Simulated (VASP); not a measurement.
# Mg3SiO3 in VASP: further runs

Mg3SiO3 is run at these levels: PBE; tasks: single point.

Everything below comes from runs of VASP 6.6.1. Logs are shortened: lines on timing, memory, paths and dates and some standing lists are left out, and cuts for length are marked.

## (1) The cell of the first run

The cell holds a slab with vacuum, 7 atoms: a = 3.009 Å, b = 3.009 Å, c = 19.780 Å, α = 90.00°, β = 90.00°, γ = 90.00°.

## (2) Single point, PBE, collinear spin

INCAR

```
  PREC = Accurate
  ENCUT = 520
  EDIFF = 1E-7
  ISMEAR = 0
  SIGMA = 0.05
  LREAL = False
  LASPH = True
  NELM = 150
  ALGO = Normal
  ISIF = 2
  LWAVE = False
  LCHARG = False
  ISPIN = 2
  MAGMOM = 0 0 0 0 0 0 2
  LORBIT = 11
  LDIPOL = True
  IDIPOL = 3
  DIPOL = 0.5 0.5 0.345
  GGA = PE
  NBANDS = 27
```

KPOINTS

```
regular mesh
0
Gamma
  9 9 1
```

POSCAR

```
Mg3SiO3
1.0
    3.0085896295      0.0000000000      0.0000000000
    0.0000000000      3.0085896295      0.0000000000
    0.0000000000      0.0000000000     19.7799623107
Mg O Si
3 3 1
Direct
    0.5000000000      0.5000000000      0.2022248545
    0.0000000000      0.0000000000      0.3100331116
    0.5000000000      0.5000000000      0.4161289118
    0.0000000000      0.0000000000      0.2022248545
    0.5000000000      0.5000000000      0.3095409235
    0.0000000000      0.0000000000      0.4186035434
    0.0000000000      0.3750000000      0.5576796956
```

Potentials or basis: VASP PAW PBE potentials, release 64 (Mg, O, Si).

Launch:

```sh
$ cat potpaw_PBE.64/Mg/POTCAR potpaw_PBE.64/O/POTCAR potpaw_PBE.64/Si/POTCAR > POTCAR
$ mpirun -np 1 vasp_std > vasp.out
```

OUTCAR:

```text
PREC = Accurate
   ENCUT = 520
   EDIFF = 1E-7
   ISMEAR = 0
   LREAL = False
   LASPH = True
   NELM = 150
   ISIF = 2
   ISPIN = 2
   LORBIT = 11
   GGA = PE

 ion  position               nearest neighbor table
   1  0.500  0.500  0.202-   5 2.12   4 2.13   4 2.13   4 2.13   4 2.13   2 3.01   2 3.01   2 3.01
                             2 3.01
   2  0.000  0.000  0.310-   5 2.13   5 2.13   5 2.13   5 2.13   4 2.13   6 2.15   3 2.99   3 2.99
                             3 2.99   3 2.99   1 3.01   1 3.01   1 3.01   1 3.01
   3  0.500  0.500  0.416-   5 2.11   6 2.13   6 2.13   6 2.13   6 2.13   2 2.99   2 2.99   2 2.99
                             2 2.99   7 3.20   7 3.20
   4  0.000  0.000  0.202-   1 2.13   1 2.13   1 2.13   1 2.13   2 2.13
   5  0.500  0.500  0.310-   3 2.11   1 2.12   2 2.13   2 2.13   2 2.13   2 2.13
   6  0.000  0.000  0.419-   3 2.13   3 2.13   3 2.13   3 2.13   2 2.15
   7  0.000  0.375  0.558-   3 3.20   3 3.20

  LATTYP: Found a simple tetragonal cell.
 ALAT       =     3.0085896295
 C/A-ratio  =     6.5744966069

  Lattice vectors:

 A1 = (   3.0085896295,   0.0000000000,   0.0000000000)
 A2 = (   0.0000000000,   3.0085896295,   0.0000000000)
 A3 = (   0.0000000000,   0.0000000000,  19.7799623107)

Analysis of symmetry for initial positions (statically):
=====================================================================
 Subroutine PRICEL returns:
 Original cell was already a primitive cell.

 Routine SETGRP: Setting up the symmetry group for a
 simple tetragonal supercell.

 Subroutine GETGRP returns: Found  2 space group operations
 (whereof  2 operations were pure point group operations)
 out of a pool of 16 trial point group operations.

The static configuration has the point symmetry C_1h.

Analysis of symmetry for dynamics (positions and initial velocities):
=====================================================================
 Subroutine PRICEL returns:
 Original cell was already a primitive cell.

 Routine SETGRP: Setting up the symmetry group for a
 simple tetragonal supercell.

 Subroutine GETGRP returns: Found  2 space group operations
 (whereof  2 operations were pure point group operations)
 out of a pool of 16 trial point group operations.

The dynamic configuration has the point symmetry C_1h.

Analysis of structural, dynamic, and magnetic symmetry:
=====================================================================
 Subroutine PRICEL returns:
 Original cell was already a primitive cell.

 Routine SETGRP: Setting up the symmetry group for a
 simple tetragonal supercell.

 Subroutine GETGRP returns: Found  2 space group operations
 (whereof  2 operations were pure point group operations)
[... 163 lines left out ...]

  energy without entropy =      -38.26375844  energy(sigma->0) =      -38.26376190

 E-fermi :   0.3202     XC(G=0):  -5.6264

 val. band max:        0.1977516600   @ k =   0.3333   0.3333   0.0000
 cond. band min:       0.4430821024   @ k =   0.2222   0.2222   0.0000
 fundamental gap:      0.2453304424
 Fermi energy:         0.3202434895

 spin component 1

 k-point     1 :       0.0000    0.0000    0.0000
  band No.  band energies     occupation
      1     -18.5201      1.00000
      2     -17.7727      1.00000
      3     -17.3920      1.00000
      4      -8.4735      1.00000
      5      -5.0628      1.00000
      6      -3.7778      1.00000
[... 685 lines left out ...]
     25       8.8210      0.00000
     26       9.1186      0.00000

 [... further k-points ...]

 spin component 2

 k-point     1 :       0.0000    0.0000    0.0000
  band No.  band energies     occupation
      1     -18.5201      1.00000
      2     -17.7727      1.00000
      3     -17.3920      1.00000
      4      -8.4735      1.00000
      5      -5.0628      1.00000
      6      -3.7778      1.00000
[... 685 lines left out ...]
     25       8.8159      0.00000
     26       9.1173      0.00000

 [... further k-points ...]

 [bands above 26 left out]

------------------------ aborting loop because EDIFF is reached ----------------------------------------

 vacuum level on the upper side and lower side of the slab       (xc-potential included)         0.551        -1.095

  FORCE on cell =-STRESS in cart. coord.  units (eV):
  Direction    XX          YY          ZZ          XY          YZ          ZX
  --------------------------------------------------------------------------------------
  -------------------------------------------------------------------------------------
  Total       -6.2228030     -6.8280759     -0.0218521      0.0000000     -0.5343892      0.0000000
  in kB      -55.6859032    -61.1022995     -0.1955475      0.0000000     -4.7820810      0.0000000
  external PRESSURE =     -38.9945834 kB  Pullay stress =       0.0000000 kB

 VOLUME and BASIS-vectors are now :
 -----------------------------------------------------------------------------
  energy-cutoff  :      520.00
  volume of cell :      179.04
      direct lattice vectors                 reciprocal lattice vectors
     3.008589629  0.000000000  0.000000000     0.332381655  0.000000000  0.000000000
     0.000000000  3.008589629  0.000000000     0.000000000  0.332381655  0.000000000
     0.000000000  0.000000000 19.779962311     0.000000000  0.000000000  0.050556214

 POSITION                                       TOTAL-FORCE (eV/Angst)
 -----------------------------------------------------------------------------------
      1.50429      1.50429      4.00000         0.000000      0.000486      0.442100
      0.00000      0.00000      6.13244         0.000000      0.010911     -0.093280
      1.50429      1.50429      8.23101         0.000000      0.037905      0.387566
      0.00000      0.00000      4.00000         0.000000      0.000765     -0.423155
      1.50429      1.50429      6.12271         0.000000      0.013393      0.029477
      0.00000      0.00000      8.27996         0.000000      0.109132     -0.346253
      0.00000      1.12822     11.03088         0.000000     -0.172592      0.003544
 -----------------------------------------------------------------------------------
    total drift:                                0.000000      0.000004     -0.001413

  FREE ENERGIE OF THE ION-ELECTRON SYSTEM (eV)
  ---------------------------------------------------
  free  energy   TOTEN  =       -38.2637653646 eV

  energy  without entropy=      -38.2637584433  energy(sigma->0) =      -38.26376190

 vacuum level on the upper side and lower side of the slab         4.578         2.882

 total charge

# of ion       s       p       d       tot
------------------------------------------
    1        0.141   0.150   0.062   0.352
    2        0.147   0.171   0.073   0.391
    3        0.142   0.155   0.064   0.360
    4        1.543   3.492   0.000   5.034
    5        1.543   3.543   0.000   5.086
    6        1.551   3.475   0.000   5.026
    7        0.897   0.572   0.000   1.468
--------------------------------------------------
tot          5.964  11.556   0.198  17.719

 magnetization (x)

# of ion       s       p       d       tot
------------------------------------------
    1       -0.000  -0.000  -0.000  -0.000
    2        0.000   0.000   0.000   0.000
    3        0.000   0.000   0.000   0.000
    4        0.000   0.000   0.000   0.000
    5       -0.000  -0.000   0.000  -0.000
    6       -0.000   0.000   0.000   0.000
    7       -0.000  -0.000   0.000  -0.000
--------------------------------------------------
tot          0.000   0.000   0.000   0.000
```

OSZICAR:

```text
N       E                     dE             d eps       ncg     rms          rms(c)
DAV:   1     0.175543221077E+03    0.17554E+03   -0.11200E+04  2700   0.830E+02
DAV:   2    -0.197908214285E+02   -0.19533E+03   -0.18371E+03  3618   0.195E+02
DAV:   3    -0.435141446218E+02   -0.23723E+02   -0.23507E+02  3517   0.716E+01
DAV:   4    -0.438803099030E+02   -0.36617E+00   -0.36584E+00  3273   0.105E+01
[... 28 lines left out ...]
DAV:  33    -0.382637643850E+02   -0.94133E-06   -0.73076E-08  2653   0.187E-03    0.489E-04
DAV:  34    -0.382637645623E+02   -0.17735E-06   -0.22329E-08  2496   0.969E-04    0.268E-04
DAV:  35    -0.382637650107E+02   -0.44840E-06   -0.22530E-08  2520   0.809E-04    0.678E-05
DAV:  36    -0.382637653126E+02   -0.30185E-06   -0.13320E-08  2537   0.614E-04    0.508E-05
DAV:  37    -0.382637653646E+02   -0.52003E-07   -0.27526E-09  2618   0.296E-04
   1 F= -.38263765E+02 E0= -.38263762E+02  d E =-.692130E-05  mag=    -0.0000
```

stdout:

```text
POSCAR found type information on POSCAR MgO Si
 POSCAR found :  3 types and       7 ions
 scaLAPACK will be used
 LDA part: xc-table for (Slater+PW92), standard interpolation
 POSCAR, INCAR and KPOINTS ok, starting setup
 FFT: planning ... GRIDC
 FFT: planning ... GRID_SOFT
 FFT: planning ... GRID
 WAVECAR not read
 entering main loop
```

Wall time 7.7 min (1 thread of Intel Xeon Platinum 8488C (Sapphire Rapids), shared host); peak memory 0.44 GiB.

Results:

```
Free energy                                           : -38.2638 eV
Largest force                                         : 0.442 eV/Å
Band gap on the k mesh                                : zero (filled and empty bands overlap)
Net moment                                            : 0.00 μB per cell
Valence electrons inside the program's atomic spheres : Mg 0.35, 0.39, 0.36; O 5.03, 5.09 (each value once); Si 1.47
```

Forces on the atoms (eV/Å):
```
Mg   0.000  0.000  0.442
Mg   0.000  0.011 -0.093
Mg   0.000  0.038  0.388
O    0.000  0.001 -0.423
O    0.000  0.013  0.029
O    0.000  0.109 -0.346
Si   0.000 -0.173  0.004
```

Levels at points of the mesh, in eV from the Fermi level:
Spin up:
| k point | band 12 | band 13 | band 14 | band 15 | band 16 | band 17 |
| --- | --- | --- | --- | --- | --- | --- |
| (0.00, 0.00, 0.00) | -2.13 | -2.11 | -0.90 | 1.29 | 3.12 | 3.39 |
Spin down:
| k point | band 10 | band 11 | band 12 | band 13 | band 14 | band 15 | band 16 | band 17 | band 18 | band 19 |
| --- | --- | --- | --- | --- | --- | --- | --- | --- | --- | --- |
| (0.00, 0.00, 0.00) | -2.50 | -2.48 | -2.13 | -2.11 | -0.90 | 1.29 | 3.11 | 3.38 | 4.77 | 4.88 |

## (3) Single point, PBE, collinear spin

INCAR

```
PREC = Accurate ; ENCUT = 520
EDIFF = 1E-7 ; ISMEAR = 0
SIGMA = 0.05 ; LREAL = F
LASPH = T ; NELM = 150
ALGO = Normal ; ISIF = 2
LWAVE = F ; LCHARG = F
ISPIN = 2 ; MAGMOM = 0 0 0 0 0 0 2
LORBIT = 11 ; LDIPOL = T
IDIPOL = 3 ; DIPOL = 0.5 0.5 0.347
GGA = PE ; NBANDS = 27
```

KPOINTS

```
Automatic mesh
0
Gamma
  9 9 1
```

POSCAR, as its differences from that of step 2:

```diff
@@ -14,2 +14,2 @@
     0.0000000000      0.0000000000      0.4186035434
-    0.0000000000      0.3750000000      0.5576796956
+    0.1250000000      0.5000000000      0.5712833085
```

Potentials or basis: VASP PAW PBE potentials, release 64 (Mg, O, Si).

Launch:

```sh
$ cat potpaw_PBE.64/Mg/POTCAR potpaw_PBE.64/O/POTCAR potpaw_PBE.64/Si/POTCAR > POTCAR
$ mpirun -np 1 vasp_std > vasp.out
```

Wall time 8.2 min (1 thread of Intel Xeon Platinum 8488C (Sapphire Rapids), shared host); peak memory 0.45 GiB.

It converged, with:

```
Free energy                                           : -38.2110 eV
Largest force                                         : 0.447 eV/Å
Band gap on the k mesh                                : zero (filled and empty bands overlap)
Net moment                                            : 0.00 μB per cell
Valence electrons inside the program's atomic spheres : Mg 0.35, 0.39, 0.36; O 5.03, 5.09 (each value once); Si 1.47
```

Forces in eV/Å, atoms in the order of the input:
```
Mg   0.000  0.000  0.447
Mg   0.004  0.000 -0.066
Mg   0.045  0.000  0.274
O    0.000  0.000 -0.426
O    0.005  0.000  0.026
O    0.037  0.000 -0.248
Si  -0.092  0.000 -0.007
```

Levels at points of the mesh, in eV from the Fermi level:
Spin up:
| k point | band 10 | band 11 | band 12 | band 13 | band 14 | band 15 | band 16 | band 17 | band 18 | band 19 |
| --- | --- | --- | --- | --- | --- | --- | --- | --- | --- | --- |
| (0.00, 0.00, 0.00) | -2.03 | -2.02 | -1.66 | -1.65 | -0.95 | 1.71 | 3.37 | 3.55 | 4.94 | 5.20 |
Spin down:
```tsv
k point	band 12	band 13	band 14	band 15	band 16	band 17
(0.00, 0.00, 0.00)	-1.66	-1.65	-0.95	1.71	3.37	3.54
```

## (4) Single point, PBE, collinear spin

INCAR

```
SYSTEM = Mg3SiO3
PREC     = Accurate       ! precision mode
ENCUT    = 520            ! plane-wave cutoff, eV
EDIFF    = 1E-7           ! SCF threshold, eV
ISMEAR   = 0              ! smearing method
SIGMA    = 0.05           ! smearing width, eV
LREAL    = .False.        ! projectors in reciprocal space
LASPH    = .True.         ! aspherical terms in the spheres
NELM     = 150            ! most SCF steps
ALGO     = Normal         ! electronic algorithm
ISIF     = 2              ! what is computed and relaxed
LWAVE    = .False.        ! write WAVECAR
LCHARG   = .False.        ! write CHGCAR
ISPIN    = 2              ! spin polarisation
MAGMOM   = 0 0 0 0 0 0 2  ! initial moments
LORBIT   = 11             ! projections on sites
LDIPOL   = .True.       
IDIPOL   = 3            
DIPOL    = 0.5 0.5 0.349
GGA      = PE             ! functional
NBANDS   = 27             ! bands
```

KPOINTS

```
Automatic mesh
0
Gamma
  9 9 1
  0 0 0
```

POSCAR, as its differences from that of step 3:

```diff
@@ -14,2 +14,2 @@
     0.0000000000      0.0000000000      0.4186035434
-    0.1250000000      0.5000000000      0.5712833085
+    0.2500000000      0.5000000000      0.5875403897
```

Launch:

```sh
$ cat potpaw_PBE.64/Mg/POTCAR potpaw_PBE.64/O/POTCAR potpaw_PBE.64/Si/POTCAR > POTCAR
$ mpirun -np 1 vasp_std > vasp.out
```

Wall time 5 min (1 thread of Intel Xeon Platinum 8559C (Emerald Rapids), shared host); peak memory 0.43 GiB.

Results (log left out):

```yaml
Free_energy: -38.1771 eV
Largest_force: 0.450 eV/Å
Net_moment: 0.08 μB per cell
Site_moments: Mg -0.00, +0.00 (each value once); O -0.00, +0.00, +0.01; Si +0.02 μB
Valence_electrons_inside_the_program's_atomic_spheres: Mg 0.35, 0.39 (each value once); O 5.03, 5.09 (each value once); Si 1.46
```

Forces in eV/Å, atoms in the order of the input:
```
Mg   0.000  0.000  0.450
Mg   0.004  0.000 -0.045
Mg   0.027  0.000  0.160
O    0.000  0.000 -0.427
O    0.005  0.000  0.025
O    0.034  0.000 -0.161
Si  -0.070  0.000 -0.001
```

Levels at points of the mesh, in eV from the Fermi level:
Spin up:
```csv
k point,band 11,band 12,band 13,band 14,band 15,band 16,band 17,band 18
"(0.00, 0.00, 0.00)",-1.58,-1.20,-1.20,-1.00,2.13,3.41,3.84,5.10
```
Spin down:
```tsv
k point	band 11	band 12	band 13	band 14	band 15	band 16	band 17	band 18
(0.00, 0.00, 0.00)	-1.58	-1.20	-1.20	-0.93	2.13	3.44	3.84	5.12
```

## (5) Single point, PBE, collinear spin

INCAR

```
SYSTEM = Mg3SiO3
  PREC = Accurate
  ENCUT = 520
  EDIFF = 1E-7
  ISMEAR = 0
  SIGMA = 0.05
  LREAL = .FALSE.
  LASPH = .TRUE.
  NELM = 150
  ALGO = Normal
  ISIF = 2
  LWAVE = .FALSE.
  LCHARG = .FALSE.
  ISPIN = 2
  MAGMOM = 0 0 0 0 0 0 2
  LORBIT = 11
  LDIPOL = .TRUE.
  IDIPOL = 3
  DIPOL = 0.5 0.5 0.342
  GGA = PE
  NBANDS = 27
```

KPOINTS

```
Automatic mesh
0
G
  9 9 1
  0 0 0
```

POSCAR, as its differences from that of step 4:

```diff
@@ -14,2 +14,2 @@
     0.0000000000      0.0000000000      0.4186035434
-    0.2500000000      0.5000000000      0.5875403897
+    0.0000000000      0.1250000000      0.5325706912
```

Launch:

```sh
$ cat potpaw_PBE.64/Mg/POTCAR potpaw_PBE.64/O/POTCAR potpaw_PBE.64/Si/POTCAR > POTCAR
$ mpirun -np 1 vasp_std > vasp.out
```

It took 5.8 min on 1 thread of Intel Xeon Platinum 8559C (Emerald Rapids), shared host; peak memory 0.44 GiB.

Results (log left out):

```yaml
Free_energy: -38.4857 eV
Largest_force: 0.703 eV/Å
Band_gap_on_the_k_mesh: zero (filled and empty bands overlap)
Net_moment: 0.00 μB per cell
Valence_electrons_inside_the_program's_atomic_spheres: Mg 0.35, 0.39, 0.37; O 5.04, 5.09 (each value once); Si 1.48
```

Forces in eV/Å, atoms in the order of the input:
```
Mg   0.000  0.000  0.326
Mg   0.000  0.015 -0.291
Mg   0.000  0.129  0.691
O    0.000  0.001 -0.324
O    0.000  0.015  0.167
O    0.000  0.145 -0.568
Si   0.000 -0.304 -0.001
```

Levels at points of the mesh, in eV from the Fermi level:
Spin up:
| k point | band 10 | band 11 | band 12 | band 13 | band 14 | band 15 | band 16 | band 17 | band 18 | band 19 |
| --- | --- | --- | --- | --- | --- | --- | --- | --- | --- | --- |
| (0.00, 0.00, 0.00) | -4.14 | -4.13 | -3.66 | -3.66 | -0.87 | 0.03 | 1.81 | 2.72 | 3.90 | 4.07 |
Spin down:
```tsv
k point	band 11	band 12	band 13	band 14	band 15	band 16	band 17	band 18
(0.00, 0.00, 0.00)	-4.13	-3.66	-3.66	-0.87	0.03	1.81	2.72	3.90
```

## (6) Summary

```tsv
cell	gap on the mesh (eV)	moment (μB)	largest force (eV/Å)
as given, atomic positions A	none	0.00	0.44
as given, atomic positions B	none	0.00	0.45
as given, atomic positions C	none	0.08	0.45
as given, atomic positions D	none	0.00	0.70
```

Alike in all rows: task single point; level PBE; potentials or basis VASP PAW PBE potentials, release 64 (Mg, O, Si); spin collinear; k mesh 9 × 9 × 1; cutoff (eV) 520; smearing gaussian 0.05 eV.

Absolute energies hang on the potentials; compare differences alone.
